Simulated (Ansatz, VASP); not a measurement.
# Two plane-wave programs on Hg3TeP3

```xyz
7
Lattice="3.8348 2.2140 3.7274 -3.8348 2.2140 3.7274 0.0000 -4.4280 3.7274" Properties=species:S:1:pos:R:3 pbc="T T T"
Hg    1.9204    2.2140    3.7274
Hg   -2.8776    0.5561    3.7274
Hg    0.9572   -2.7702    3.7274
Te    0.0000    0.0000    5.5911
P    -1.0015    2.2140    3.7274
P    -1.4166   -1.9743    3.7274
P     2.4181   -0.2397    3.7274
```

Alike in both runs: functional PBE; k mesh 3 × 3 × 3; occupations gaussian, width 0.2 eV; no spin polarisation.

Ansatz relaxed the structure, and its values are those at the end. VASP's run is a single point on that final structure, the one shown.

```csv
,VASP,Ansatz
version,VASP 6.6.1,Ansatz 0.2.0
potentials or method,"VASP PAW PBE potentials, release 64 (Hg, Te, P), cutoff 520 eV","scalar-relativistic, plane waves, PAW"
valence electrons in the cell,57,91
```

Ansatz gave:

```
gap on the k mesh at the Fermi level (eV) : none
pressure (GPa)                            : 0.1
rms of the force components (eV/Å)        : 0.005
```

Q: Which values does VASP return?

A: gap on the k mesh at the Fermi level (eV): none; pressure (GPa): 0.3; rms of the force components (eV/Å): 0.017.

A gap of «none» marks a metal or a gap that the smearing closes. The functional is the same, so the differences come from potentials, cutoffs and numerics. VASP's potentials hold 57 valence electrons a cell and Ansatz's 91, so a difference there can come from the potentials and not from the codes.

The k mesh is coarse, so the values compare programs but aren't converged. Neither program's run includes spin-orbit coupling.
